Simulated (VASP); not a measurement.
Wanted: the native input for a VASP 6.6.1 run.

| Quantity | Value |
| --- | --- |
| Task | single point |
| Functional | PBE |
| Potentials or basis | VASP PAW PBE potentials, release 64 (Y_sv, Al, N) |
| Cutoff | 520 eV |
| k mesh | 4 × 4 × 4 |
| Occupations | gaussian, width 0.1 eV |
| Spin | no spin polarisation |
| Dipole correction | no |
| Further INCAR settings | ALGO = Normal; EDIFF = 1e-07; NBANDS = 38 |

The structure of Y3AlN4 lies in POSCAR:

```
Y3AlN4
1.0
    4.7821707429      0.0000000000      0.0000000000
    0.0000000000      4.7821707429      0.0000000000
    0.0000000000      0.0000000000      4.7821707429
Y Al N
3 1 4
Direct
    0.0000000000      0.0000000000      0.5000000000
    0.5000000000      0.0000000000      0.0000000000
    0.0000000000      0.5000000000      0.0000000000
    0.5000000000      0.5000000000      0.5000000000
    0.5000000000      0.5000000000      0.0000000000
    0.0000000000      0.5000000000      0.5000000000
    0.5000000000      0.0000000000      0.5000000000
    0.0000000000      0.0000000000      0.0000000000
```

These files were run (other wordings do the same):

INCAR

```
SYSTEM = Y3AlN4
  ALGO = Normal
  EDIFF = 1E-7
  ENCUT = 520
  GGA = PE
  ISIF = 2
  ISMEAR = 0
  LASPH = .True.
  LCHARG = .False.
  LREAL = .False.
  LWAVE = .False.
  NBANDS = 38
  NELM = 100
  PREC = Accurate
  SIGMA = 0.1
```

KPOINTS

```
k-points
0
Gamma
  4 4 4
  0 0 0
```

Potentials or basis: VASP PAW PBE potentials, release 64 (Y_sv, Al, N).

The run is started by

```bash
$ cat potpaw_PBE.64/Y_sv/POTCAR potpaw_PBE.64/Al/POTCAR potpaw_PBE.64/N/POTCAR > POTCAR
$ mpirun -np 1 vasp_std > vasp.out
```

Results of the run:

```yaml
Pressure: -0.2 GPa
Band_gap_on_the_k_mesh: zero (filled and empty bands touch)
```

It took 26 s on 1 thread of Intel(R) Xeon(R) 6975P-C (Granite Rapids) (shared host), peak memory 0.22 GiB.
